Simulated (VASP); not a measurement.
# BaS (Fm-3m) in VASP: notebook, part 2 of 3

VASP 6.6.1.

## Step 3: Single point, PBE

Input file INCAR:

```
SYSTEM = BaS
PREC     = Accurate       ! precision mode
ENCUT    = 500            ! plane-wave cutoff, eV
EDIFF    = 1E-6           ! SCF threshold, eV
ISMEAR   = 0              ! smearing method
SIGMA    = 0.024          ! smearing width, eV
LREAL    = .False.        ! projectors in reciprocal space
LASPH    = .True.         ! aspherical terms in the spheres
NELM     = 120            ! most SCF steps
ALGO     = Normal         ! electronic algorithm
ISIF     = 2              ! what is computed and relaxed
LWAVE    = .False.        ! write WAVECAR
LCHARG   = .False.        ! write CHGCAR
GGA      = PE             ! functional
NBANDS   = 15             ! bands
GGA_COMPAT= .False.
```

Input file KPOINTS:

```
Automatic mesh
0
Gamma
  7 7 7
  0 0 0
```

Input file POSCAR:

```
BaS
1.0
    0.0000000000      3.1937500000      3.1937500000
    3.1937500000      0.0000000000      3.1937500000
    3.1937500000      3.1937500000      0.0000000000
Ba S
1 1
Direct
    0.0000000000      0.0000000000      0.0000000000
    0.5000000000      0.5000000000      0.5000000000
```

Potentials or basis: VASP PAW PBE potentials, release 64 (Ba_sv, S).

Started as:

```sh
cat potpaw_PBE.64/Ba_sv/POTCAR potpaw_PBE.64/S/POTCAR > POTCAR
mpirun -np 1 vasp_std > vasp.out
```

OUTCAR:

```text
SYSTEM = BaS
   PREC = Accurate
   ENCUT = 500
   EDIFF = 1E-6
   ISMEAR = 0
   LREAL = .False.
   LASPH = .True.
   NELM = 120
   ISIF = 2
   GGA = PE

 ion  position               nearest neighbor table
   1  0.000  0.000  0.000-   2 3.19   2 3.19   2 3.19   2 3.19   2 3.19   2 3.19
   2  0.500  0.500  0.500-   1 3.19   1 3.19   1 3.19   1 3.19   1 3.19   1 3.19

  LATTYP: Found a face centered cubic cell.
 ALAT       =     6.3875000000

  Lattice vectors:

 A1 = (   0.0000000000,   3.1937500000,   3.1937500000)
 A2 = (   3.1937500000,   0.0000000000,   3.1937500000)
 A3 = (   3.1937500000,   3.1937500000,   0.0000000000)

Analysis of symmetry for initial positions (statically):
=====================================================================
 Subroutine PRICEL returns:
 Original cell was already a primitive cell.

 Routine SETGRP: Setting up the symmetry group for a
 face centered cubic supercell.

 Subroutine GETGRP returns: Found 48 space group operations
 (whereof 48 operations were pure point group operations)
 out of a pool of 48 trial point group operations.

The static configuration has the point symmetry O_h .

Analysis of symmetry for dynamics (positions and initial velocities):
=====================================================================
 Subroutine PRICEL returns:
 Original cell was already a primitive cell.

 Routine SETGRP: Setting up the symmetry group for a
 face centered cubic supercell.

 Subroutine GETGRP returns: Found 48 space group operations
 (whereof 48 operations were pure point group operations)
 out of a pool of 48 trial point group operations.

The dynamic configuration has the point symmetry O_h .

 Subroutine INISYM returns: Found 48 space group operations
 (whereof 48 operations are pure point group operations),
 and found     1 'primitive' translations

----------------------------------------------------------------------------------------

                                     Primitive cell

  volume of cell :      65.1527

  direct lattice vectors                    reciprocal lattice vectors
[... 113 lines left out ...]
 non-spin polarized calculation
 Gauss-broadening in eV      SIGMA  =   0.02
  energy-cutoff  :      500.00
  volume of cell :       65.15
 maximum number of plane-waves:      1673
 NGX is ok and might be reduce to    36
   NGX = 17   NGY = 17   NGZ = 17

 number of electron      16.0000001 magnetization

 Free energy of the ion-electron system (eV)
  ---------------------------------------------------
  ext. energy  EPLUGINS =         0.00000000
  ---------------------------------------------------
  free energy    TOTEN  =       -10.18453578 eV

  energy without entropy =      -10.18453578  energy(sigma->0) =      -10.18453578

 E-fermi :   1.5773     XC(G=0):  -8.6259

 val. band max:        1.4539025761   @ k =   0.0000   0.0000   0.0000
 cond. band min:       3.6205322718   @ k =   0.4286   0.4286   0.0000
 fundamental gap:      2.1666296956
 Fermi energy:         1.5773203405

 k-point     1 :       0.0000    0.0000    0.0000
  band No.  band energies     occupation
      1     -24.6208      2.00000
      2      -9.6761      2.00000
      3      -9.6761      2.00000
      4      -9.6761      2.00000
      5      -8.9067      2.00000
      6       1.4539      2.00000
      7       1.4539      2.00000
      8       1.4539      2.00000
      9       5.0532      0.00000
     10       5.3225      0.00000
     11       5.3225      0.00000
     12       5.3225      0.00000
     13       6.2483      0.00000
     14       6.2483      0.00000
[... 329 lines left out ...]
      2     -10.3131      2.00000
      3     -10.0369      2.00000
      4      -9.8907      2.00000
      5      -8.2358      2.00000
      6       0.3128      2.00000
      7       0.8650      2.00000
      8       0.9348      2.00000
      9       5.3865      0.00000
     10       6.2993      0.00000
     11       7.8671      0.00000
     12       8.5365      0.00000
     13       8.6794      0.00000
     14      10.6183      0.00000
     15      11.6462      0.00000

------------------------ aborting loop because EDIFF is reached ----------------------------------------

  FORCE on cell =-STRESS in cart. coord.  units (eV):
  Direction    XX          YY          ZZ          XY          YZ          ZX
  --------------------------------------------------------------------------------------
  -------------------------------------------------------------------------------------
  Total        0.5790060      0.5790060      0.5790060      0.0000000      0.0000000      0.0000000
  in kB       14.2383913     14.2383913     14.2383913      0.0000000      0.0000000      0.0000000
  external PRESSURE =      14.2383913 kB  Pullay stress =       0.0000000 kB

 VOLUME and BASIS-vectors are now :
 -----------------------------------------------------------------------------
  energy-cutoff  :      500.00
  volume of cell :       65.15
      direct lattice vectors                 reciprocal lattice vectors
     0.000000000  3.193750000  3.193750000    -0.156555773  0.156555773  0.156555773
     3.193750000  0.000000000  3.193750000     0.156555773 -0.156555773  0.156555773
     3.193750000  3.193750000  0.000000000     0.156555773  0.156555773 -0.156555773

 POSITION                                       TOTAL-FORCE (eV/Angst)
 -----------------------------------------------------------------------------------
      0.00000      0.00000      0.00000         0.000000     -0.000000      0.000000
      3.19375      3.19375      3.19375         0.000000      0.000000     -0.000000
 -----------------------------------------------------------------------------------
    total drift:                                0.000000      0.000000      0.000000

  FREE ENERGIE OF THE ION-ELECTRON SYSTEM (eV)
  ---------------------------------------------------
  free  energy   TOTEN  =       -10.1845357796 eV

  energy  without entropy=      -10.1845357796  energy(sigma->0) =      -10.18453578
```

OSZICAR:

```text
N       E                     dE             d eps       ncg     rms          rms(c)
DAV:   1     0.834790961555E+02    0.83479E+02   -0.66725E+03   600   0.899E+02
DAV:   2    -0.587676151353E+01   -0.89356E+02   -0.80967E+02   833   0.168E+02
DAV:   3    -0.105727638471E+02   -0.46960E+01   -0.46643E+01   836   0.406E+01
DAV:   4    -0.106639327620E+02   -0.91169E-01   -0.91155E-01   795   0.575E+00
DAV:   5    -0.106657602668E+02   -0.18275E-02   -0.18275E-02   876   0.642E-01    0.481E+00
DAV:   6    -0.101673356502E+02    0.49842E+00   -0.67672E-01   698   0.495E+00    0.330E+00
DAV:   7    -0.101693744382E+02   -0.20388E-02   -0.18575E-01   755   0.242E+00    0.212E+00
DAV:   8    -0.101831234371E+02   -0.13749E-01   -0.24290E-02   684   0.112E+00    0.200E-01
DAV:   9    -0.101836022740E+02   -0.47884E-03   -0.31975E-03   782   0.410E-01    0.147E-01
DAV:  10    -0.101844497889E+02   -0.84751E-03   -0.98189E-04   628   0.208E-01    0.376E-02
DAV:  11    -0.101845329577E+02   -0.83169E-04   -0.10856E-04   747   0.623E-02    0.123E-02
DAV:  12    -0.101845358274E+02   -0.28697E-05   -0.59935E-06   677   0.160E-02    0.331E-03
DAV:  13    -0.101845357796E+02    0.47765E-07   -0.24335E-07   601   0.324E-03
   1 F= -.10184536E+02 E0= -.10184536E+02  d E =-.387982E-15
```

Wall time 36 s (1 thread of Intel Xeon 8259CL, shared host); peak memory 0.21 GiB.

What came out:

| Quantity | Value |
| --- | --- |
| Free energy | -10.1845 eV |
| Pressure | 1.4 GPa |
| Band gap on the k mesh | 2.17 eV (least direct gap 2.31 eV) |

Caveat: spin-orbit coupling is left out, which moves the levels of the heavy elements; an odd mesh through Γ misses points on the zone boundary, where band edges can lie.

## Step 4: Relaxation of cell and atoms, revPBE (34.53 Å³/atom)

This run uses another cell than the first one, of 34.53 Å³/atom.

Input file POSCAR:

```
BaS
1.0
    0.0000000000      3.2563884516      3.2563884516
    3.2563884516      0.0000000000      3.2563884516
    3.2563884516      3.2563884516      0.0000000000
Ba S
1 1
Direct
    0.0000000000      0.0000000000      0.0000000000
    0.5000000000      0.5000000000      0.5000000000
```

Input file INCAR.step1:

```
ALGO = Normal ; EDIFF = 1E-6
EDIFFG = -0.005 ; EFERMI = MIDGAP
ENCUT = 390 ; GGA = RE
GGA_COMPAT = F ; IBRION = 2
ISIF = 3 ; ISMEAR = 0
LASPH = T ; LCHARG = F
LREAL = F ; LWAVE = F
NELM = 120 ; NELMIN = 4
NSW = 80 ; POTIM = 0.5
PREC = Accurate ; SIGMA = 0.03
```

Input file INCAR.step3:

```
ALGO = Normal ; EDIFF = 1E-6
EFERMI = MIDGAP ; ENCUT = 390
GGA = RE ; GGA_COMPAT = F
ISIF = 2 ; ISMEAR = 0
LASPH = T ; LCHARG = F
LREAL = F ; LWAVE = F
NELM = 120 ; PREC = Accurate
SIGMA = 0.03
```

Input file KPOINTS:

```
Automatic mesh
0
Gamma
  5 5 5
  0 0 0
```

Potentials or basis: VASP PAW PBE potentials, release 64 (Ba_sv, S).

Started as:

```sh
cat potpaw_PBE.64/Ba_sv/POTCAR potpaw_PBE.64/S/POTCAR > POTCAR
cp INCAR.step1 INCAR
cp POSCAR.step1 POSCAR
mpirun -np 1 vasp_std > vasp.out
cp CONTCAR POSCAR
mpirun -np 1 vasp_std > vasp.out
cp CONTCAR POSCAR
cp INCAR.step3 INCAR
mpirun -np 1 vasp_std > vasp.out
```

OUTCAR:

```text
EDIFF = 1E-6
   EFERMI = MIDGAP
   ENCUT = 390
   GGA = RE
   ISIF = 2
   ISMEAR = 0
   LASPH = T
   LREAL = F
   NELM = 120
   PREC = Accurate

 Found     10 irreducible k-points:

 Following reciprocal coordinates:
            Coordinates               Weight
  0.000000  0.000000  0.000000      1.000000
  0.200000  0.000000  0.000000      8.000000
  0.400000  0.000000  0.000000      8.000000
  0.200000  0.200000  0.000000      6.000000
  0.400000  0.200000  0.000000     24.000000
 -0.400000  0.200000  0.000000     24.000000
   k-points           NKPTS =     10   k-points in BZ     NKDIM =     10   number of bands    NBANDS=     12
   number of dos      NEDOS =    301   number of ions     NIONS =      2
   total plane-waves  NPLWV =  27000
   dimension x,y,z NGX =    30 NGY =   30 NGZ =   30
   dimension x,y,z NGXF=    60 NGYF=   60 NGZF=   60
   ions per type =               1   1
   NGX,Y,Z   is equivalent  to a cutoff of  10.82, 10.82, 10.82 a.u.
   NGXF,Y,Z  is equivalent  to a cutoff of  21.64, 21.64, 21.64 a.u.
 SYSTEM =  unknown system
   PREC   = accura    normal or accurate (medium, high low for compatibility)
   ISTART =      0    job   : 0-new  1-cont  2-samecut
   ICHARG =      2    charge: 1-file 2-atom 10-const
   ISPIN  =      1    spin polarized calculation?
   LNONCOLLINEAR =      F non collinear calculations
   LSORBIT =      F    spin-orbit coupling
   LASPH  =      T    aspherical Exc in radial PAW
   ENCUT  =  390.0 eV  28.66 Ry    5.35 a.u.   7.42  7.42  7.42*2*pi/ulx,y,z
   NELM   =    120;   NELMIN=  2; NELMDL=  0     # of ELM steps
   EDIFF  = 0.1E-05   stopping-criterion for ELM
   LREAL  =      F    real-space projection
   EDIFFG = 0.1E-04   stopping-criterion for IOM
   NSW    =      0    number of steps for IOM
   IBRION =     -1    ionic relax: 0-MD 1-quasi-New 2-CG
   NFREE  =      0    steps in history (QN), initial steepest desc. (CG)
   ISIF   =      2    stress and relaxation
   ISYM   =      2    0-nonsym 1-usesym 2-fastsym
   POTIM  = 0.5000    time-step for ionic-motion
   TEBEG  =    0.0;   TEEND  =   0.0 temperature during run

   SCALEE = 1.0000    scale energy and forces
   PSTRESS=    0.0 pullay stress
   NELECT =      16.0000    total number of electrons
   NUPDOWN=      -1.0000    fix difference up-down
   EMIN   =  10.00;   EMAX   =-10.00  energy-range for DOS
   EFERMI =   0.00;   METHOD = MIDGAP
   ISMEAR =     0;   SIGMA  =   0.03  broadening in eV -4-tet -1-fermi 0-gaus
   EFERMI_NEDOS =   21; number of points for ismear=-14 and -15
   IALGO  =     38    algorithm
   IMIX   =      4    mixing-type and parameters
     AMIX     =   0.40;   BMIX     =  1.00
     AMIX_MAG =   1.60;   BMIX_MAG =  1.00
  volume/ion in A,a.u.               =      34.61       233.55
  Fermi-wavevector in a.u.,A,eV,Ry     =   1.004720  1.898646 13.734576  1.009463
  Thomas-Fermi vector in A             =   2.137354
   LORBIT       =      0    0 simple, 1 ext, 2 COOP (PROOUT), +10 PAW based schemes
   GGA     = RE    functional components
   LHFCALC =     F    Hartree Fock is set to
   AEXX    =    0.0000 exact exchange contribution
   IVDW    =     0    specifies the selected vdW correction
   LEPSILON=     F    determine dielectric tensor
   LRPA    =     F    only Hartree local field effects (RPA)

   CSHIFT  =0.1000    complex shift for real part using Kramers Kronig

   OMEGAMAX=  -1.0    maximum frequency
 non-spin polarized calculation
 Gauss-broadening in eV      SIGMA  =   0.03
  energy-cutoff  :      390.00
  volume of cell :       69.22
 maximum number of plane-waves:      1243
 NGX is ok and might be reduce to    30
   NGX = 15   NGY = 15   NGZ = 15

 number of electron      15.9999999 magnetization

 Free energy of the ion-electron system (eV)
  ---------------------------------------------------
  ext. energy  EPLUGINS =         0.00000000
  ---------------------------------------------------
  free energy    TOTEN  =        -9.70610559 eV

  energy without entropy =       -9.70610559  energy(sigma->0) =       -9.70610559

 E-fermi :   2.4507     XC(G=0):  -8.2096

 val. band max:        1.2423139397   @ k =   0.0000   0.0000   0.0000
 cond. band min:       3.6591197094   @ k =   0.4000   0.4000   0.0000
 fundamental gap:      2.4168057697
 Fermi energy:         2.4507168246

 k-point     1 :       0.0000    0.0000    0.0000
  band No.  band energies     occupation
      1     -25.0689      2.00000
      2     -10.1352      2.00000
      3     -10.1352      2.00000
      4     -10.1352      2.00000
      5      -9.0150      2.00000
      6       1.2423      2.00000
      7       1.2423      2.00000
      8       1.2423      2.00000
      9       4.7246      0.00000
     10       5.1694      0.00000
     11       5.1694      0.00000
     12       5.1694      0.00000

 k-point     2 :       0.2000    0.0000    0.0000
  band No.  band energies     occupation
      1     -25.0578      2.00000
      2     -10.5314      2.00000
      3     -10.1462      2.00000
      4     -10.1462      2.00000
      5      -8.5862      2.00000
      6       0.4661      2.00000
      7       0.8412      2.00000
      8       0.8412      2.00000
      9       5.2546      0.00000
     10       5.7046      0.00000
     11       5.7046      0.00000
     12       5.9561      0.00000

 k-point     3 :       0.4000    0.0000    0.0000
  band No.  band energies     occupation
      1     -25.0398      2.00000
      2     -10.9404      2.00000
      3     -10.1636      2.00000
      4     -10.1636      2.00000
      5      -8.1198      2.00000
      6      -0.3990      2.00000
      7       0.3481      2.00000
      8       0.3481      2.00000
      9       6.0982      0.00000
     10       6.9972      0.00000
     11       6.9972      0.00000
     12       7.2068      0.00000

 k-point     4 :       0.2000    0.2000    0.0000
  band No.  band energies     occupation
      1     -25.0543      2.00000
      2     -10.4920      2.00000
      3     -10.1868      2.00000
      4     -10.1868      2.00000
      5      -8.6133      2.00000
      6       0.1770      2.00000
      7       1.1056      2.00000
      8       1.1056      2.00000
      9       4.4422      0.00000
     10       5.5367      0.00000
     11       6.2923      0.00000
     12       6.3403      0.00000

 k-point     5 :       0.4000    0.2000    0.0000
  band No.  band energies     occupation
      1     -25.0388      2.00000
      2     -10.7388      2.00000
      3     -10.2270      2.00000
      4     -10.2136      2.00000
      5      -8.4082      2.00000
      6      -0.0203      2.00000
      7       0.6196      2.00000
      8       0.7567      2.00000
      9       4.6480      0.00000
     10       6.8064      0.00000
     11       7.3424      0.00000
     12       7.4283      0.00000

 k-point     6 :      -0.4000    0.2000    0.0000
  band No.  band energies     occupation
      1     -25.0328      2.00000
      2     -10.8510      2.00000
      3     -10.2870      2.00000
      4     -10.1902      2.00000
      5      -8.2536      2.00000
      6      -0.1939      2.00000
      7       0.3796      2.00000
      8       0.5365      2.00000
      9       5.9833      0.00000
     10       6.3773      0.00000
     11       7.2227      0.00000
     12       7.7395      0.00000

 [... further k-points ...]

------------------------ aborting loop because EDIFF is reached ----------------------------------------

  FORCE on cell =-STRESS in cart. coord.  units (eV):
  Direction    XX          YY          ZZ          XY          YZ          ZX
  --------------------------------------------------------------------------------------
  -------------------------------------------------------------------------------------
  Total       -0.0055719     -0.0055719     -0.0055719      0.0000000      0.0000000     -0.0000000
  in kB       -0.1289741     -0.1289741     -0.1289741      0.0000000      0.0000000     -0.0000000
  external PRESSURE =      -0.1289741 kB  Pullay stress =       0.0000000 kB

 VOLUME and BASIS-vectors are now :
 -----------------------------------------------------------------------------
  energy-cutoff  :      390.00
  volume of cell :       69.22
      direct lattice vectors                 reciprocal lattice vectors
     0.000000000  3.258814551  3.258814551    -0.153430026  0.153430026  0.153430026
     3.258814551  0.000000000  3.258814551     0.153430026 -0.153430026  0.153430026
     3.258814551  3.258814551  0.000000000     0.153430026  0.153430026 -0.153430026

 POSITION                                       TOTAL-FORCE (eV/Angst)
 -----------------------------------------------------------------------------------
      0.00000      0.00000      0.00000        -0.000000      0.000000      0.000000
      3.25881      3.25881      3.25881         0.000000     -0.000000     -0.000000
 -----------------------------------------------------------------------------------
    total drift:                               -0.000000      0.000000      0.000000

  FREE ENERGIE OF THE ION-ELECTRON SYSTEM (eV)
  ---------------------------------------------------
  free  energy   TOTEN  =        -9.7061055907 eV

  energy  without entropy=       -9.7061055907  energy(sigma->0) =       -9.70610559
```

Wall time 17 s (1 thread of Intel Xeon 6975P-C (Granite Rapids), shared host); peak memory 0.16 GiB.

Results:

```
Free energy                           : -9.7061 eV
Relaxed volume                        : 34.61 Å³/atom
Relaxed cell                          : a = 4.609 Å, b = 4.609 Å, c = 4.609 Å, α = 60.00°, β = 60.00°, γ = 60.00°
Space group after relaxing (to 0.1 Å) : Fm-3m (No. 225)
Energy gained by relaxing             : 0.0 meV/atom
Ionic steps                           : 3
Pressure after relaxing               : 0.0 GPa
Band gap on the k mesh                : 2.42 eV (least direct gap 2.59 eV)
```

Final structure:
```yaml
crystal:
  lattice:
    - [0.00000, 3.25881, 3.25881]
    - [3.25881, 0.00000, 3.25881]
    - [3.25881, 3.25881, 0.00000]
  atoms:
    - { symbol: Ba, position: [0.00000, 0.00000, 0.00000] }
    - { symbol: S, position: [0.50000, 0.50000, 0.50000] }
```

Levels at points of the mesh, in eV from the valence-band top:
```csv
k point,band 5,band 6,band 7,band 8,band 9,band 10,band 11,band 12
"(0.00, 0.00, 0.00)",-10.26,0.00,0.00,0.00,3.48,3.93,3.93,3.93
```

Caveat: the PAW data sets were made with another functional, which shifts forces and pressure a little; spin-orbit coupling is left out, which moves the levels of the heavy elements; an odd mesh through Γ misses points on the zone boundary, where band edges can lie.

(Part 2 of 3 ends here.)
